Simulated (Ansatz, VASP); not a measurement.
# Two plane-wave programs on Ni3Ge

```
CELL_PARAMETERS angstrom
3.52699 0.00000 0.00000
0.00000 3.52699 0.00000
0.00000 0.00000 3.52699
ATOMIC_POSITIONS crystal
Ni 0.50000 0.00000 0.50000
Ni 0.00000 0.50000 0.50000
Ni 0.50000 0.50000 0.00000
Ge 0.00000 0.00000 0.00000
```

Alike in both runs: functional PBEsol; k mesh 12 × 12 × 12; occupations fermi-dirac, width 0.15 eV; no spin polarisation.

Ansatz relaxed the structure, and its values are those at the end. VASP's run is a single point on that final structure, the one shown.

```csv
,VASP,Ansatz
version,VASP 6.6.1,Ansatz 0.2.0
potentials or method,"VASP PAW PBE potentials, release 64 (Ni, Ge_d), cutoff 520 eV","scalar-relativistic, plane waves, PAW"
valence electrons in the cell,44,68
```

|  | VASP | Ansatz | Ansatz less VASP |
| --- | --- | --- | --- |
| gap on the k mesh at the Fermi level (eV) | none | none | - |
| pressure (GPa) | 0.4 | 0.0 | -0.35 |

VASP's potentials were made for PBE, not for PBEsol. A gap of «none» marks a metal or a gap that the smearing closes. With one functional, cell and mesh, what is left measures potentials, basis and numerics. VASP's potentials hold 44 valence electrons a cell and Ansatz's 68, so a difference there can come from the potentials and not from the codes.
